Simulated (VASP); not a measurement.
# Si2W (C2/m) in VASP: notebook, part 2 of 2

VASP 6.6.1.

## Step 3: Electric field gradients, PBEsol (equal xy, yz and zx shear strains of -2 %)

INCAR reads:

```
PREC = Accurate
ENCUT = 520
EDIFF = 1E-8
ISMEAR = -1
SIGMA = 0.03
LREAL = False
LASPH = True
NELM = 100
ALGO = Normal
ISIF = 2
LWAVE = False
LCHARG = False
GGA = PS
LEFG = True
NBANDS = 18
KPAR = 4
```

KPOINTS reads:

```
Automatic mesh
0
Gamma
  18 18 18
```

POSCAR reads:

```
Si2W
1.0
   -1.6614600000      1.5826600000      3.9400000000
    1.5826600000     -1.6614600000      3.9400000000
    1.6293400000      1.6293400000     -3.9721200000
Si W
2 1
Direct
    0.3330000000      0.3330000000      0.0000000000
    0.6670000000      0.6670000000      0.0000000000
    0.0000000000      0.0000000000      0.0000000000
```

Potentials or basis: VASP PAW PBE potentials, release 64 (Si, W_sv).

Command:

```
cat potpaw_PBE.64/Si/POTCAR potpaw_PBE.64/W_sv/POTCAR > POTCAR
mpirun -np 4 vasp_std > vasp.out
```

OUTCAR:

```text
PREC = Accurate
   ENCUT = 520
   EDIFF = 1E-8
   ISMEAR = -1
   LREAL = False
   LASPH = True
   NELM = 100
   ISIF = 2
   GGA = PS

 ion  position               nearest neighbor table
   1  0.333  0.333  0.000-   2 2.57   3 2.57   3 2.62   2 2.63   2 2.63   3 2.64   2 2.64   2 2.64
                             3 2.64   3 2.64
   2  0.667  0.667  0.000-   1 2.57   3 2.57   3 2.62   1 2.63   1 2.63   3 2.64   1 2.64   1 2.64
                             3 2.64   3 2.64
   3  0.000  0.000  0.000-   2 2.57   1 2.57   2 2.62   1 2.62   2 2.64   1 2.64   2 2.64   1 2.64
                             1 2.64   2 2.64

  Warning from LATTYP: Got some problem with cell dimensions!
  Tried to take original basis but could not verify dimensions!
  LATTYP: Found a base centered monoclinic cell.
 ALAT       =     4.4974882330
 B/A-ratio  =     1.0200979445
 C/A-ratio  =     0.9963466461
 COS(beta)  =    -0.4768411860

  Lattice vectors:

 A1 = (  -3.2120000000,   0.0321200000,   0.0321200000)
 A2 = (   0.0321200000,  -3.2120000000,   0.0321200000)
 A3 = (   1.5505400000,   1.5505400000,   3.9078800000)

Analysis of symmetry for initial positions (statically):
=====================================================================
 Subroutine PRICEL returns:
 Original cell was already a primitive cell.

 Routine SETGRP: Setting up the symmetry group for a
 base centered monoclinic supercell.

 Subroutine GETGRP returns: Found  4 space group operations
 (whereof  4 operations were pure point group operations)
 out of a pool of  4 trial point group operations.

The static configuration has the point symmetry C_2h.

Analysis of symmetry for dynamics (positions and initial velocities):
=====================================================================
 Subroutine PRICEL returns:
 Original cell was already a primitive cell.

 Routine SETGRP: Setting up the symmetry group for a
 base centered monoclinic supercell.

 Subroutine GETGRP returns: Found  4 space group operations
 (whereof  4 operations were pure point group operations)
 out of a pool of  4 trial point group operations.

The dynamic configuration has the point symmetry C_2h.

 Subroutine INISYM returns: Found  4 space group operations
 (whereof  4 operations are pure point group operations),
 and found     1 'primitive' translations

----------------------------------------------------------------------------------------

                                     Primitive cell

  volume of cell :      40.6365

  direct lattice vectors                    reciprocal lattice vectors
    -1.661460000  1.582660000  3.940000000     0.004427521  0.312677524  0.130074604
     1.582660000 -1.661460000  3.940000000     0.312677524  0.004427521  0.130074604
     1.629340000  1.629340000 -3.972120000     0.314540819  0.314540819  0.006290816

  length of vectors
     4.559480454  4.559480454  4.592083946     0.338683096  0.338683096  0.444872373

  position of ions in fractional coordinates (direct lattice)
     0.333000000  0.333000000  0.000000000
     0.667000000  0.667000000  0.000000000
[... 91 lines left out ...]
   NUPDOWN=      -1.0000    fix difference up-down
   EMIN   =  10.00;   EMAX   =-10.00  energy-range for DOS
   EFERMI =   0.00;   METHOD = LEGACY
   ISMEAR =    -1;   SIGMA  =   0.03  broadening in eV -4-tet -1-fermi 0-gaus
   EFERMI_NEDOS =   21; number of points for ismear=-14 and -15
   IALGO  =     38    algorithm
   IMIX   =      4    mixing-type and parameters
     AMIX     =   0.40;   BMIX     =  1.00
     AMIX_MAG =   1.60;   BMIX_MAG =  1.00
  volume/ion in A,a.u.               =      13.55        91.41
  Fermi-wavevector in a.u.,A,eV,Ry     =   1.334270  2.521404 24.222127  1.780276
  Thomas-Fermi vector in A             =   2.463064
   LORBIT       =      0    0 simple, 1 ext, 2 COOP (PROOUT), +10 PAW based schemes
   GGA     = PS    functional components
   LHFCALC =     F    Hartree Fock is set to
   AEXX    =    0.0000 exact exchange contribution
   IVDW    =     0    specifies the selected vdW correction
   LEPSILON=     F    determine dielectric tensor
   LRPA    =     F    only Hartree local field effects (RPA)
 non-spin polarized calculation
  energy-cutoff  :      520.00
  volume of cell :       40.64
 maximum number of plane-waves:      1122
 NGX is ok and might be reduce to    36
   NGX = 17   NGY = 17   NGZ = 17

 number of electron      22.0000000 magnetization

 Free energy of the ion-electron system (eV)
  ---------------------------------------------------
  ext. energy  EPLUGINS =         0.00000000
  ---------------------------------------------------
  free energy    TOTEN  =       -26.59887276 eV

  energy without entropy =      -26.59816304  energy(sigma->0) =      -26.59851790

 E-fermi :  11.7925     XC(G=0): -12.5840

 val. band max:       11.7884555256   @ k =  -0.2222  -0.3333   0.3333
 cond. band min:      11.7983533217   @ k =  -0.3333   0.3333   0.4444
 fundamental gap:      0.0098977961
 Fermi energy:        11.7925311418

 k-point     1 :       0.0000    0.0000    0.0000
  band No.  band energies     occupation
      1     -62.0254      2.00000
      2     -26.3008      2.00000
      3     -26.2548      2.00000
      4     -26.2514      2.00000
      5      -2.2547      2.00000
      6       4.9907      2.00000
[... 481 lines left out ...]
      5      -1.3511      2.00000
      6       5.0684      2.00000
[... 10 lines left out ...]
     17      18.2392      0.00000
     18      19.7853      0.00000

 [... further k-points ...]

------------------------ aborting loop because EDIFF is reached ----------------------------------------

  FORCE on cell =-STRESS in cart. coord.  units (eV):
  Direction    XX          YY          ZZ          XY          YZ          ZX
  --------------------------------------------------------------------------------------
  -------------------------------------------------------------------------------------
  Total       -0.4944379     -0.4944379     -1.2133576      1.0765477      1.0920808      1.0920808
  in kB      -19.4942377    -19.4942377    -47.8391316     42.4451181     43.0575409     43.0575415
  external PRESSURE =     -28.9425356 kB  Pullay stress =       0.0000000 kB

 VOLUME and BASIS-vectors are now :
 -----------------------------------------------------------------------------
  energy-cutoff  :      520.00
  volume of cell :       40.64
      direct lattice vectors                 reciprocal lattice vectors
    -1.661460000  1.582660000  3.940000000     0.004427521  0.312677524  0.130074604
     1.582660000 -1.661460000  3.940000000     0.312677524  0.004427521  0.130074604
     1.629340000  1.629340000 -3.972120000     0.314540819  0.314540819  0.006290816

 POSITION                                       TOTAL-FORCE (eV/Angst)
 -----------------------------------------------------------------------------------
     -0.02624     -0.02624      2.62404        -0.030682     -0.030682      0.260940
     -0.05256     -0.05256      5.25596         0.030682      0.030682     -0.260940
      0.00000      0.00000      0.00000        -0.000000      0.000000      0.000000
 -----------------------------------------------------------------------------------
    total drift:                                0.000000      0.000000     -0.000000

  FREE ENERGIE OF THE ION-ELECTRON SYSTEM (eV)
  ---------------------------------------------------
  free  energy   TOTEN  =       -26.5988727643 eV

  energy  without entropy=      -26.5981630358  energy(sigma->0) =      -26.59851790

 Electric field gradients (V/A^2)
---------------------------------------------------------------------
 ion       V_xx      V_yy      V_zz      V_xy      V_xz      V_yz
---------------------------------------------------------------------
   1       4.556     4.556    -9.113    -4.700    -3.690    -3.690
   2       4.556     4.556    -9.113    -4.700    -3.690    -3.690
   3      62.838    62.838  -125.676   -31.719   -27.772   -27.772
---------------------------------------------------------------------

 Electric field gradients after diagonalization (V/A^2)
 (convention: |V_zz| > |V_xx| > |V_yy|)
----------------------------------------------------------------------
 ion       V_xx      V_yy      V_zz     asymmetry (V_yy - V_xx)/ V_zz
----------------------------------------------------------------------
   1       9.257     2.252   -11.509       0.609
   2       9.257     2.252   -11.509       0.609
   3      94.557    40.407  -134.964       0.401
----------------------------------------------------------------------

           NMR quadrupolar parameters

 Cq : quadrupolar parameter    Cq=e*Q*V_zz/h
 eta: asymmetry parameters     (V_yy - V_xx)/ V_zz
 Q  : nuclear electric quadrupole moment in mb (millibarn)
----------------------------------------------------------------------
 ion       Cq(MHz)       eta       Q (mb)
----------------------------------------------------------------------
   1      -0.028       0.609       1.000
   2      -0.028       0.609       1.000
   3      -0.326       0.401       1.000
----------------------------------------------------------------------
```

stdout:

```text
POSCAR found type information on POSCAR SiW
 POSCAR found :  2 types and       3 ions
 scaLAPACK will be used
 -----------------------------------------------------------------------------
|                                                                             |
|                                                                             |
|     You enforced a specific xc type in the INCAR file but a different       |
|     I HOPE YOU KNOW WHAT YOU ARE DOING!                                     |
|                                                                             |
 -----------------------------------------------------------------------------

 LDA part: xc-table for (Slater+PW92), standard interpolation
 POSCAR, INCAR and KPOINTS ok, starting setup
 FFT: planning ... GRIDC
 FFT: planning ... GRID_SOFT
 FFT: planning ... GRID
 WAVECAR not read
 entering main loop
ion   1

ion   2

ion   3
```

Wall time 6.1 min (4 MPI ranks of Intel Xeon Platinum 8259CL at 2.50GHz (Skylake/Cascade Lake), shared host); peak memory 1.1 GiB.

What came out:

| Item | Value |
| --- | --- |
| Free energy | -26.5989 eV |
| Pressure | -2.9 GPa |
| Largest force | 0.265 eV/Å |
| Band gap on the k mesh | zero (bands 11 and 12 overlap by 1.26 eV) |
| Largest electric field gradient by atom | Si -11.5; W -135.0 V/Å² |

Forces in eV/Å, atoms in the order of the input:
```
Si  -0.031 -0.031  0.261
Si   0.031  0.031 -0.261
W    0.000  0.000  0.000
```

Electric field gradients, principal values (V/Å²):
```csv
atom,least,middle,greatest (by size)
1 Si,2.252,9.257,-11.509
2 Si,2.252,9.257,-11.509
3 W,40.407,94.557,-134.964
```

Caveat: the cell differs from its parent crystal (equal xy, yz and zx shear strains of -2 %); without QUAD_EFG the Cq values of the log hold for a quadrupole moment of 1 mb, not for the nuclei; the PAW data sets were made with another functional, which shifts forces and pressure a little; spin-orbit coupling is left out, which moves the levels of the heavy elements.

The gap in the log of VASP goes by the Fermi energy; the results here count the filled bands.